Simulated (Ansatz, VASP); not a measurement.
# CaSe: VASP beside Ansatz

```
CELL_PARAMETERS angstrom
0.00000 2.96753 2.96753
2.96753 0.00000 2.96753
2.96753 2.96753 0.00000
ATOMIC_POSITIONS crystal
Ca 0.00000 0.00000 0.00000
Se 0.50000 0.50000 0.50000
```

Alike in both runs: task single point; functional r2SCAN; k mesh 6 × 6 × 6; occupations methfessel-paxton of order 1, width 0.5 eV; no spin polarisation.

```csv
,VASP,Ansatz
version,VASP 6.6.1,Ansatz 0.2.0
potentials or method,"VASP PAW PBE potentials, release 64 (Ca_sv, Se)",plane waves
plane-wave cutoff (eV),550,500
valence electrons in the cell,16,26
```

|  | VASP | Ansatz | Ansatz less VASP |
| --- | --- | --- | --- |
| pressure (GPa) | 0.2 | 0.0 | -0.18 |

VASP's potentials were made for PBE, not for r2SCAN. VASP's potentials hold 16 valence electrons a cell and Ansatz's 26, so a difference there can come from the potentials and not from the codes.
